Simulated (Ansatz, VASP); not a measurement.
## Cd4Se3S in VASP and in Ansatz

Contents of INCAR:

```
SYSTEM = Cd4Se3S
ALGO = Normal ; EDIFF = 1E-6
ENCUT = 520 ; GGA = PE
ISIF = 2 ; ISMEAR = 0
LASPH = .TRUE. ; LCHARG = .FALSE.
LREAL = .FALSE. ; LWAVE = .FALSE.
NBANDS = 46 ; NELM = 80
PREC = Accurate ; SIGMA = 0.1
```

KPOINTS

```
k-points
0
G
  4 4 2
  0 0 0
```

The input POSCAR:

```
Cd4Se3S
1.0
    4.3365107000      0.0000000000      0.0000000000
    0.0000000000      4.3365107000      0.0000000000
    0.0000000000      0.0000000000     12.2326173000
Cd Se S
4 3 1
Direct
    0.5000000000      0.0000000000      0.8843510000
    0.0000000000      0.5000000000      0.1156490000
    0.5000000000      0.0000000000      0.3716570000
    0.0000000000      0.5000000000      0.6283430000
    0.5000000000      0.5000000000      0.2435710000
    0.0000000000      0.0000000000      0.5000000000
    0.5000000000      0.5000000000      0.7564290000
    0.0000000000      0.0000000000      0.0000000000
```

Input for Ansatz:

```yaml
crystal:
  lattice:
    - [4.3365107, 0.0, 0.0]
    - [0.0, 4.3365107, 0.0]
    - [0.0, 0.0, 12.2326173]
  atoms:
    - { symbol: Cd, position: [0.5, 0.0, 0.884351] }
    - { symbol: Cd, position: [0.0, 0.5, 0.115649] }
    - { symbol: Cd, position: [0.5, 0.0, 0.371657] }
    - { symbol: Cd, position: [0.0, 0.5, 0.628343] }
    - { symbol: Se, position: [0.5, 0.5, 0.243571] }
    - { symbol: Se, position: [0.0, 0.0, 0.5] }
    - { symbol: Se, position: [0.5, 0.5, 0.756429] }
    - { symbol: S, position: [0.0, 0.0, 0.0] }
basis:
  ecutwfc: 420
kpoints:
  mp_grid: { grid: [4, 4, 2] }
hamiltonian:
  xc: pbe
scf:
  occupations: { method: gaussian, width: 0.1 }
  lower_state_search: "off"
output:
  forces: true
  stress: true
  eigenvalues: true
```

Alike in both runs: task single point; functional PBE; k mesh 4 × 4 × 2; occupations gaussian, width 0.1 eV; no spin polarisation.

|  | VASP | Ansatz |
| --- | --- | --- |
| version | VASP 6.6.1 | Ansatz 0.2.0 |
| potentials or method | VASP PAW PBE potentials, release 64 (Cd, Se, S), cutoff 520 eV | scalar-relativistic, plane waves, PAW |
| valence electrons in the cell | 72 | 134 |

```csv
,VASP,Ansatz,Ansatz less VASP
gap on the k mesh at the Fermi level (eV),0.58,0.59,+0.001
least direct gap on the mesh (eV),0.58,0.59,+0.001
pressure (GPa),0.3,0.1,-0.27
"traceless stress, the component that is largest in VASP (GPa)",-0.09,-0.09,+0.002
```

The functional is the same, so the differences come from potentials, cutoffs and numerics. VASP's potentials hold 72 valence electrons a cell and Ansatz's 134, so a difference there can come from the potentials and not from the codes.
